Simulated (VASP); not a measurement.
Set up this calculation in VASP 6.6.1, as the native input.

```yaml
Task: single point
Functional: PBE
Potentials_or_basis: VASP PAW PBE potentials, release 64 (Li_sv, Ag, Cl)
Cutoff: 520 eV
k_mesh: 4 × 6 × 4
Occupations: gaussian, width 0.1 eV
Spin: no spin polarisation
Dipole_correction: no
Further_INCAR_settings: ALGO = Normal; EDIFF = 1e-06; NBANDS = 38
```

The structure of LiAg3Cl3 lies in POSCAR:

```
LiAg3Cl3
1.0
    6.9152432000      0.0000000000      0.0000000000
    0.0000000000      3.3824821000      0.0000000000
   -3.3698670000      0.0000000000      6.1620175000
Li Ag Cl
1 3 3
Direct
    0.5499130000      0.5000000000      0.2219120000
    0.9885280000      0.5000000000      0.1104000000
    0.6156490000      0.5000000000      0.7030930000
    0.9862710000      0.0000000000      0.7718380000
    0.3180160000      0.5000000000      0.8440600000
    0.8402400000      0.0000000000      0.3245890000
    0.3680840000      0.0000000000      0.3575090000
```

The cell was built from a structure type or drawn by symmetry, and may not be a known phase.

The input as run:

INCAR

```
PREC = Accurate ; ENCUT = 520
EDIFF = 1E-6 ; ISMEAR = 0
SIGMA = 0.1 ; LREAL = F
LASPH = T ; NELM = 60
ALGO = Normal ; ISIF = 2
LWAVE = F ; LCHARG = F
GGA = PE ; NBANDS = 38
```

KPOINTS

```
Automatic mesh
0
Gamma
  4 6 4
```

Potentials or basis: VASP PAW PBE potentials, release 64 (Li_sv, Ag, Cl).

Run with:

```console
$ cat potpaw_PBE.64/Li_sv/POTCAR potpaw_PBE.64/Ag/POTCAR potpaw_PBE.64/Cl/POTCAR > POTCAR
$ mpirun -np 1 vasp_std > vasp.out
```

Results of the run:

```json
{
 "Largest force": "0.027 eV/Å",
 "Band gap on the k mesh": "zero (an odd number of electrons rules out a gap without spin polarisation)"
}
```

Caveat: an odd number of electrons without spin polarisation forces a metal; a magnetic or distorted state may lie lower.

It took 2.2 min on 1 thread of Intel(R) Xeon(R) 6975P-C (Granite Rapids), on a shared host, peak memory 0.37 GiB.
